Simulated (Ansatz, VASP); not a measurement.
One calculation of Ru, two programs

```
CELL_PARAMETERS angstrom
2.70580 0.00000 0.00000
-1.35290 2.34329 0.00000
0.00000 0.00000 4.41036
ATOMIC_POSITIONS crystal
Ru 0.33333 0.66667 0.25000
Ru 0.66667 0.33333 0.75000
```

Change from the starting cell: strain +0.000 along x and y, +0.030 along z, atoms carried along.

Alike in both runs: task single point; functional r2SCAN; k mesh 24 × 24 × 12; occupations gaussian, width 0.15 eV; no spin polarisation.

```csv
,VASP,Ansatz
version,VASP 6.6.1,Ansatz 0.2.0
potentials or method,"VASP PAW PBE potentials, release 64 (Ru_pv), cutoff 520 eV","scalar-relativistic, plane waves, PAW"
valence electrons in the cell,28,32
```

Ansatz gave:

```
gap on the k mesh at the Fermi level (eV)                     : none
pressure (GPa)                                                : -11.1
traceless stress, the component that is largest in VASP (GPa) : -9.95
```

Question: Estimate VASP's values.

Answer: gap on the k mesh at the Fermi level (eV): none; pressure (GPa): -9.8; traceless stress, the component that is largest in VASP (GPa): -9.92.

VASP's potentials were made for PBE, not for r2SCAN. A gap of «none» marks a metal or a gap that the smearing closes. The functional is the same, so the differences come from potentials, cutoffs and numerics. VASP's potentials hold 28 valence electrons a cell and Ansatz's 32, so a difference there can come from the potentials and not from the codes.
